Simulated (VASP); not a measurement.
# InSb (F-43m) in VASP: a series of runs, part 2 of 2

VASP 6.6.1. Earlier steps stand in the parts before.

## 3. Single point, r2SCAN+D3(BJ) (34.23 Å³/atom)

This run uses another cell than the first one, of 34.23 Å³/atom.

POSCAR reads:

```
InSb
1.0
    0.0000000000      3.2467527931      3.2467527931
    3.2467527931      0.0000000000      3.2467527931
    3.2467527931      3.2467527931      0.0000000000
In Sb
1 1
Direct
    0.0000000000      0.0000000000      0.0000000000
    0.7500000000      0.7500000000      0.7500000000
```

INCAR.step1 reads:

```
SYSTEM = InSb
PREC = Accurate
ENCUT = 550
ISMEAR = 0
SIGMA = 0.05
LREAL = .FALSE.
LASPH = .TRUE.
NELM = 120
NBANDS = 16
GGA = PE
ALGO = Normal
EDIFF = 1E-5
LWAVE = .TRUE.
LCHARG = .FALSE.
GGA_COMPAT = .FALSE.
```

INCAR.step2 reads:

```
SYSTEM = InSb
PREC = Accurate
ENCUT = 550
EDIFF = 1E-6
ISMEAR = 0
SIGMA = 0.05
LREAL = .FALSE.
LASPH = .TRUE.
NELM = 120
ALGO = Normal
ISIF = 2
LWAVE = .FALSE.
LCHARG = .FALSE.
METAGGA = R2SCAN
LMIXTAU = .TRUE.
IVDW = 12
NBANDS = 16
VDW_S6 = 1.0
VDW_S8 = 0.78981345
VDW_A1 = 0.49484001
VDW_A2 = 5.73083694
ISTART = 1
GGA_COMPAT = .FALSE.
```

KPOINTS reads:

```
Automatic mesh
0
G
  6 6 6
  0 0 0
```

Potentials or basis: VASP PAW PBE potentials, release 64 (In_d, Sb).

On the command line:

```console
$ cat potpaw_PBE.64/In_d/POTCAR potpaw_PBE.64/Sb/POTCAR > POTCAR
$ cp INCAR.step1 INCAR
$ mpirun -np 1 vasp_std > vasp.out
$ cp INCAR.step2 INCAR
$ mpirun -np 1 vasp_std > vasp.out
```

Run time: 2.5 min. Hardware: 1 thread of Intel Xeon 8259CL, shared host; peak memory 0.23 GiB.

Results (log left out):

```yaml
Free_energy: -49.0558 eV
Pressure: 0.6 GPa
Band_gap_on_the_k_mesh: 0.20 eV
Dispersion_energy_per_atom: -0.158 eV
```

Levels at points of the mesh, in eV from the valence-band top:
| k point | band 7 | band 8 | band 9 | band 10 | band 11 | band 12 |
| --- | --- | --- | --- | --- | --- | --- |
| (0.00, 0.00, 0.00) | 0.00 | 0.00 | 0.00 | 0.20 | 3.21 | 3.21 |
| (0.50, 0.00, 0.00) | -5.74 | -1.04 | -1.04 | 0.82 | 4.10 | 4.10 |
| (0.50, 0.50, 0.00) | -6.04 | -2.34 | -2.34 | 1.55 | 1.58 | 8.70 |

Caveat: three body term missing; the PAW data sets were made with another functional, which shifts forces and pressure a little; spin-orbit coupling is left out, which moves the levels of the heavy elements.

## 4. Single point, r2SCAN+D3(BJ) (34.05 Å³/atom)

POSCAR reads:

```
InSb
1.0
    0.0000000000      3.2411202490      3.2411202490
    3.2411202490      0.0000000000      3.2411202490
    3.2411202490      3.2411202490      0.0000000000
In Sb
1 1
Direct
    0.0000000000      0.0000000000      0.0000000000
    0.7500000000      0.7500000000      0.7500000000
```

INCAR.step1 reads:

```
  PREC = Accurate
  ENCUT = 550
  ISMEAR = 0
  SIGMA = 0.05
  LREAL = F
  LASPH = T
  NELM = 120
  NBANDS = 16
  GGA = PE
  ALGO = Normal
  EDIFF = 1E-5
  LWAVE = T
  LCHARG = F
  GGA_COMPAT = F
```

INCAR.step2 reads:

```
  PREC = Accurate
  ENCUT = 550
  EDIFF = 1E-6
  ISMEAR = 0
  SIGMA = 0.05
  LREAL = F
  LASPH = T
  NELM = 120
  ALGO = Normal
  ISIF = 2
  LWAVE = F
  LCHARG = F
  METAGGA = R2SCAN
  LMIXTAU = T
  IVDW = 12
  VDW_S6 = 1.0
  VDW_S8 = 0.78981345
  VDW_A1 = 0.49484001
  VDW_A2 = 5.73083694
  NBANDS = 16
  ISTART = 1
  GGA_COMPAT = F
```

KPOINTS reads:

```
Automatic mesh
0
Gamma
  6 6 6
```

Potentials or basis: VASP PAW PBE potentials, release 64 (In_d, Sb).

On the command line:

```console
$ cat potpaw_PBE.64/In_d/POTCAR potpaw_PBE.64/Sb/POTCAR > POTCAR
$ cp INCAR.step1 INCAR
$ mpirun -np 1 vasp_std > vasp.out
$ cp INCAR.step2 INCAR
$ mpirun -np 1 vasp_std > vasp.out
```

OUTCAR:

```text
PREC = Accurate
   ENCUT = 550
   EDIFF = 1E-6
   ISMEAR = 0
   LREAL = F
   LASPH = T
   NELM = 120
   ISIF = 2
   METAGGA = R2SCAN
   IVDW = 12
   ISTART = 1
 IVDW          = 12

 ion  position               nearest neighbor table
   1  0.000  0.000  0.000-   2 2.81   2 2.81   2 2.81   2 2.81
   2  0.750  0.750  0.750-   1 2.81   1 2.81   1 2.81   1 2.81

  LATTYP: Found a face centered cubic cell.
 ALAT       =     6.4822404980

  Lattice vectors:

 A1 = (   0.0000000000,   3.2411202490,   3.2411202490)
 A2 = (   3.2411202490,   0.0000000000,   3.2411202490)
 A3 = (   3.2411202490,   3.2411202490,   0.0000000000)

Analysis of symmetry for initial positions (statically):
=====================================================================
 Subroutine PRICEL returns:
 Original cell was already a primitive cell.

 Routine SETGRP: Setting up the symmetry group for a
 face centered cubic supercell.

 Subroutine GETGRP returns: Found 24 space group operations
 (whereof 24 operations were pure point group operations)
 out of a pool of 48 trial point group operations.

The static configuration has the point symmetry T_d .
[... 149 lines left out ...]

  energy without entropy =      -48.73679429  energy(sigma->0) =      -48.73679545

 E-fermi :   5.0323     XC(G=0):  -9.2329

 val. band max:        4.9120766436   @ k =   0.0000   0.0000   0.0000
 cond. band min:       5.1413756563   @ k =   0.0000   0.0000   0.0000
 fundamental gap:      0.2292990127
 Fermi energy:         5.0322590318

 k-point     1 :       0.0000    0.0000    0.0000
  band No.  band energies     occupation
      1     -10.1893      2.00000
      2     -10.1893      2.00000
      3     -10.1893      2.00000
      4     -10.0880      2.00000
      5     -10.0880      2.00000
      6      -6.1991      2.00000
[... 281 lines left out ...]
      3     -10.1431      2.00000
      4     -10.1015      2.00000
      5     -10.0827      2.00000
      6      -4.0736      2.00000
[... 8 lines left out ...]
     15      15.2160      0.00000
     16      15.9957      0.00000

------------------------ aborting loop because EDIFF is reached ----------------------------------------

 Edisp (eV)   -0.31731

 E8    (eV) :    -0.1229

  FORCE on cell =-STRESS in cart. coord.  units (eV):
  Direction    XX          YY          ZZ          XY          YZ          ZX
  --------------------------------------------------------------------------------------
  -------------------------------------------------------------------------------------
  Total       0.34903     0.34903     0.34903     0.00000     0.00000     0.00000
  in kB       8.21216     8.21216     8.21216     0.00000     0.00000     0.00000
  external pressure =        8.21 kB  Pullay stress =        0.00 kB

 VOLUME and BASIS-vectors are now :
 -----------------------------------------------------------------------------
  energy-cutoff  :      550.00
  volume of cell :       68.10
      direct lattice vectors                 reciprocal lattice vectors
     0.000000000  3.241120249  3.241120249    -0.154267649  0.154267649  0.154267649
     3.241120249  0.000000000  3.241120249     0.154267649 -0.154267649  0.154267649
     3.241120249  3.241120249  0.000000000     0.154267649  0.154267649 -0.154267649

 POSITION                                       TOTAL-FORCE (eV/Angst)
 -----------------------------------------------------------------------------------
      0.00000      0.00000      0.00000        -0.000000      0.000000     -0.000000
      4.86168      4.86168      4.86168         0.000000     -0.000000      0.000000
 -----------------------------------------------------------------------------------
    total drift:                               -0.000000     -0.000000     -0.000000

  FREE ENERGIE OF THE ION-ELECTRON SYSTEM (eV)
  ---------------------------------------------------
  free  energy   TOTEN  =       -49.0541108575 eV

  energy  without entropy=      -49.0541085286  energy(sigma->0) =      -49.05410969
```

OUTCAR.step1:

```text
PREC = Accurate
   ENCUT = 550
   ISMEAR = 0
   LREAL = F
   LASPH = T
[... 513 lines left out ...]
 -----------------------------------------------------------------------------------
      0.00000      0.00000      0.00000        -0.000000      0.000000     -0.000000
      4.86168      4.86168      4.86168         0.000000     -0.000000      0.000000
 -----------------------------------------------------------------------------------
    total drift:                               -0.000000     -0.000000     -0.000000

  FREE ENERGIE OF THE ION-ELECTRON SYSTEM (eV)
  ---------------------------------------------------
  free  energy   TOTEN  =        -6.8864091427 eV

  energy  without entropy=       -6.8860520540  energy(sigma->0) =       -6.88623060
```

OSZICAR.step1:

```text
N       E                     dE             d eps       ncg     rms          rms(c)
DAV:   1     0.112657893283E+03    0.11266E+03   -0.83554E+03   520   0.119E+03
DAV:   2     0.353866590152E+00   -0.11230E+03   -0.10869E+03   584   0.292E+02
DAV:   3    -0.677617910499E+01   -0.71300E+01   -0.71009E+01   648   0.717E+01
DAV:   4    -0.698812345991E+01   -0.21194E+00   -0.21186E+00   680   0.143E+01
DAV:   5    -0.699889911630E+01   -0.10776E-01   -0.10776E-01   752   0.257E+00    0.415E+00
DAV:   6    -0.689876813920E+01    0.10013E+00   -0.15415E-01   752   0.600E+00    0.243E+00
DAV:   7    -0.688457482553E+01    0.14193E-01   -0.72226E-02   696   0.249E+00    0.626E-01
DAV:   8    -0.688563218397E+01   -0.10574E-02   -0.79201E-03   688   0.103E+00    0.259E-01
DAV:   9    -0.688633392435E+01   -0.70174E-03   -0.10449E-03   616   0.278E-01    0.767E-02
DAV:  10    -0.688636539704E+01   -0.31473E-04   -0.47098E-05   696   0.458E-02    0.373E-02
DAV:  11    -0.688640774560E+01   -0.42349E-04   -0.76381E-05   608   0.521E-02    0.245E-02
DAV:  12    -0.688640914273E+01   -0.13971E-05   -0.11855E-06   448   0.701E-03
   1 F= -.68864091E+01 E0= -.68862306E+01  d E =-.357089E-03
```

Wall time 2.5 min (1 thread of Intel Xeon 8259CL, shared host); peak memory 0.23 GiB.

What came out:

| Item | Value |
| --- | --- |
| Free energy | -49.0541 eV |
| Pressure | 0.8 GPa |
| Band gap on the k mesh | 0.23 eV |
| Dispersion energy per atom | -0.159 eV |

Caveat: three body term missing; the PAW data sets were made with another functional, which shifts forces and pressure a little; spin-orbit coupling is left out, which moves the levels of the heavy elements.

## 5. Summary

```tsv
cell	gap on the mesh (eV)	pressure (GPa)
a = 4.581 Å, angles 60.0°, 2 atoms	0.24	0.9
a = 4.592 Å, angles 60.0°, 2 atoms	0.20	0.6
a = 4.584 Å, angles 60.0°, 2 atoms	0.23	0.8
```

Alike in all rows: task single point; level r2SCAN+D3(BJ); potentials or basis VASP PAW PBE potentials, release 64 (In_d, Sb); no spin polarisation; k mesh 6 × 6 × 6; cutoff (eV) 550; smearing gaussian 0.05 eV.

Caveats: three body term missing; the PAW data sets were made with another functional, which shifts forces and pressure a little; spin-orbit coupling is left out, which moves the levels of the heavy elements.

Absolute energies hang on the potentials; compare differences alone.

## 6. Comparison with measurements

Step 2. Measured gap of InSb: 0.24 eV (quoted in “Electronic Structure and Epitaxy of CdTe Shells on InSb Nanowires”, 2021, arxiv:2111.05126). This calculation gives 0.24 eV (0.00 eV). Spin-orbit coupling on In, Sb is left out. The value is that of r2SCAN+D3(BJ), without temperature or zero-point motion.

Step 3. Against the measured gap of InSb, 0.24 eV (quoted in “Electronic Structure and Epitaxy of CdTe Shells on InSb Nanowires”, 2021, arxiv:2111.05126), the calculated 0.20 eV is off by -0.04 eV. Spin-orbit coupling on In, Sb is left out. The value is that of r2SCAN+D3(BJ), without temperature or zero-point motion.

Step 4. Measured gap of InSb: 0.24 eV (quoted in “Electronic Structure and Epitaxy of CdTe Shells on InSb Nanowires”, 2021, arxiv:2111.05126). This calculation gives 0.23 eV (-0.01 eV). Spin-orbit coupling on In, Sb is left out. The value is that of r2SCAN+D3(BJ), without temperature or zero-point motion.
